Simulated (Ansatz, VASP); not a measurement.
## Br: VASP beside Ansatz

Contents of INCAR:

```
PREC = Accurate ; ENCUT = 600
EDIFF = 1E-6 ; ISMEAR = 0
SIGMA = 0.02 ; LREAL = False
LASPH = True ; NELM = 80
ALGO = Normal ; ISIF = 3
LWAVE = False ; LCHARG = False
GGA = PE ; IVDW = 12
IBRION = 2 ; NSW = 100
EDIFFG = -0.005
```

The input KPOINTS:

```
Automatic mesh
0
Gamma
  8 8 4
```

POSCAR

```
Br
1.0
    3.4400627491     -2.1010555702      0.0000000000
    3.4400627491      2.1010555702      0.0000000000
    0.0000000000      0.0000000000      8.4765523132
Br
4
Direct
    0.1538722549      0.8461277451      0.1191331060
    0.6538722549      0.3461277451      0.3808668940
    0.8461277451      0.1538722549      0.8808668940
    0.3461277451      0.6538722549      0.6191331060
```

Input for Ansatz:

```yaml
crystal:
  lattice:
    - [3.4400627772, -2.1010554374, 0.0]
    - [3.4400627772, 2.1010554374, 0.0]
    - [0.0, 0.0, 8.4765523207]
  atoms:
    - { symbol: Br, position: [0.1538722808, 0.8461277192, 0.1191331047] }
    - { symbol: Br, position: [0.6538722808, 0.3461277192, 0.3808668953] }
    - { symbol: Br, position: [0.8461277192, 0.1538722808, 0.8808668953] }
    - { symbol: Br, position: [0.3461277192, 0.6538722808, 0.6191331047] }
basis:
  ecutwfc: 420
kpoints:
  mp_grid: { grid: [8, 8, 4] }
hamiltonian:
  xc: pbe
  dispersion: d3bj
scf:
  occupations: { method: gaussian, width: 0.02 }
output:
  forces: true
  stress: true
  eigenvalues: true
relax:
  adjacent_minimum: "off"
  f_tol: 0.005
  max_steps: 80
  cell: { stress_tol: 0.05 }
```

Alike in both runs: task relaxation of cell and atoms; functional PBE; dispersion D3(BJ); k mesh 8 × 8 × 4; occupations gaussian, width 0.02 eV; no spin polarisation.

```csv
,VASP,Ansatz
version,VASP 6.6.1,Ansatz 0.2.0
potentials or method,"VASP PAW PBE potentials, release 64 (Br), cutoff 600 eV","scalar-relativistic, plane waves, PAW"
valence electrons in the cell,28,28
```

Ansatz gave:

* gap on the k mesh at the Fermi level, each at its own relaxed structure (eV): 1.33
* relaxed volume (Å³/atom): 31.09
* relaxed length of the cell vector where the two differ most in proportion (Å): 8.573

Q: What did VASP give for the same quantities?

A: gap on the k mesh at the Fermi level, each at its own relaxed structure (eV): 1.32; relaxed volume (Å³/atom): 31.06; relaxed length of the cell vector where the two differ most in proportion (Å): 8.582.
